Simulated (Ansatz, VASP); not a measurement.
**Two plane-wave programs on BP**

```
B P
1.0
     0.00000    2.28274    2.24951
     2.28274    0.00000    2.24951
     2.28274    2.28274    0.00000
B P
1 1
Direct
  0.00000 0.00000 0.00000
  0.25000 0.25000 0.25000
```

Change from the starting cell: strained cell.

Alike in both runs: functional PBEsol; k mesh 8 × 8 × 8; occupations gaussian, width 0.02 eV; no spin polarisation.

Ansatz relaxed the structure, and its values are those at the end. VASP's run is a single point on that final structure, the one shown.

|  | VASP | Ansatz |
| --- | --- | --- |
| version | VASP 6.6.1 | Ansatz 0.2.0 |
| potentials or method | VASP PAW PBE potentials, release 64 (B, P), cutoff 500 eV | scalar-relativistic, plane waves, PAW |
| valence electrons in the cell | 8 | 8 |

|  | VASP | Ansatz | Ansatz less VASP |
| --- | --- | --- | --- |
| gap on the k mesh at the Fermi level (eV) | 0.95 | 0.95 | +0.004 |
| least direct gap on the mesh (eV) | 3.20 | 3.21 | +0.006 |
| pressure (GPa) | -2.4 | -2.5 | -0.12 |

VASP's potentials were made for PBE, not for PBEsol, and Ansatz warns of the same on its side. Ansatz's warnings: stress scf threshold loose.
